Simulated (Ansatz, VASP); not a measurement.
## Two plane-wave programs on AlNi

INCAR

```
PREC = Accurate ; ENCUT = 520
EDIFF = 1E-6 ; ISMEAR = 0
SIGMA = 0.1 ; LREAL = F
LASPH = T ; NELM = 60
ALGO = Normal ; ISIF = 2
LWAVE = F ; LCHARG = F
GGA = PS ; NBANDS = 14
```

The input KPOINTS:

```
regular mesh
0
Gamma
  1 1 1
```

POSCAR

```
AlNi
1.0
    1.9386940000     -1.9531901500      0.0000000000
    1.9386940000      1.9531901500      0.0000000000
    0.0000000000      0.0000000000      3.0994300413
Al Ni
1 1
Direct
    0.0000000000      0.0000000000      0.0000000000
    0.5000000000      0.5000000000      0.5000000000
```

Input for Ansatz:

```yaml
crystal:
  lattice:
    - [1.938694, -1.95319015, 0.0]
    - [1.938694, 1.95319015, 0.0]
    - [0.0, 0.0, 3.0994300413]
  atoms:
    - { symbol: Al, position: [0.0, 0.0, 0.0] }
    - { symbol: Ni, position: [0.5, 0.5, 0.5] }
basis:
  ecutwfc: 420
kpoints:
  mp_grid: { grid: [1, 1, 1] }
hamiltonian:
  xc: pbesol
scf:
  occupations: { method: gaussian, width: 0.1 }
output:
  forces: true
  stress: true
  eigenvalues: true
```

Alike in both runs: task single point; functional PBEsol; k mesh 1 × 1 × 1; occupations gaussian, width 0.1 eV; no spin polarisation.

```csv
,VASP,Ansatz
version,VASP 6.6.1,Ansatz 0.2.0
potentials or method,"VASP PAW PBE potentials, release 64 (Al, Ni), cutoff 520 eV","scalar-relativistic, plane waves, PAW"
valence electrons in the cell,13,21
```

Ansatz gave:

```
pressure (GPa)                                                : -1.9
traceless stress, the component that is largest in VASP (GPa) : 120.80
```

**Question.** What did VASP give for the same quantities?

**Answer.** Pressure (GPa): -3.6; traceless stress, the component that is largest in VASP (GPa): 121.67.

VASP's potentials were made for PBE, not for PBEsol. VASP's potentials hold 13 valence electrons a cell and Ansatz's 21, so a difference there can come from the potentials and not from the codes.

The k mesh is coarse, so the values compare programs but aren't converged.
